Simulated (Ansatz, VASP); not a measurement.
**One calculation of SrO, two programs**

File INCAR:

```
SYSTEM = SrO
PREC     = Accurate       ! precision mode
ENCUT    = 520            ! plane-wave cutoff, eV
EDIFF    = 1E-7           ! SCF threshold, eV
ISMEAR   = -1             ! smearing method
SIGMA    = 0.02           ! smearing width, eV
LREAL    = .False.        ! projectors in reciprocal space
LASPH    = .True.         ! aspherical terms in the spheres
NELM     = 60             ! most SCF steps
ALGO     = Normal         ! electronic algorithm
ISIF     = 2              ! what is computed and relaxed
LWAVE    = .False.        ! write WAVECAR
LCHARG   = .False.        ! write CHGCAR
GGA      = PE             ! functional
NBANDS   = 15             ! bands
```

Contents of KPOINTS:

```
regular mesh
0
Gamma
  8 8 8
  0 0 0
```

Contents of POSCAR:

```
SrO
1.0
    0.0000000000      2.5798923266      2.5798923266
    2.6861838904      0.0000000000      2.5798923266
    2.6861838904      2.5798923266      0.0000000000
Sr O
1 1
Direct
    0.0000000000      0.0000000000      0.0000000000
    0.5000000000      0.5000000000      0.5000000000
```

Input for Ansatz:

```yaml
crystal:
  lattice:
    - [0.0, 2.5798923266, 2.5798923266]
    - [2.6861838904, 0.0, 2.5798923266]
    - [2.6861838904, 2.5798923266, 0.0]
  atoms:
    - { symbol: Sr, position: [0.0, 0.0, 0.0] }
    - { symbol: O, position: [0.5, 0.5, 0.5] }
kpoints:
  mp_grid: { grid: [8, 8, 8] }
  band_path:
    path:
      - [0.0, 0.0, 0.0]
      - [0.5, 0.0, 0.5]
      - [0.625, 0.25, 0.625]
      - [0.375, 0.375, 0.75]
      - [0.5, 0.5, 0.5]
      - [0.5, 0.25, 0.75]
    npoints: 1
hamiltonian:
  xc: pbe
scf:
  occupations: { method: fermi_dirac, width: 0.02 }
  n_extra_bands: 4
output:
  forces: true
  stress: true
  eigenvalues: true
```

Change from the starting cell: uniaxial_x strain +4.1%.

Alike in both runs: task single point; functional PBE; k mesh 8 × 8 × 8; occupations fermi-dirac, width 0.02 eV; no spin polarisation.

|  | VASP | Ansatz |
| --- | --- | --- |
| version | VASP 6.6.1 | Ansatz 0.2.0 |
| potentials or method | VASP PAW PBE potentials, release 64 (Sr_sv, O) | plane waves, PAW |
| plane-wave cutoff (eV) | 520 | 420 |
| valence electrons in the cell | 16 | 16 |

|  | VASP | Ansatz | Ansatz less VASP |
| --- | --- | --- | --- |
| gap on the k mesh at the Fermi level (eV) | 3.21 | 3.26 | +0.045 |
| pressure (GPa) | -0.9 | -1.3 | -0.47 |
| traceless stress, the component that is largest in VASP (GPa) | -2.67 | -2.52 | +0.150 |
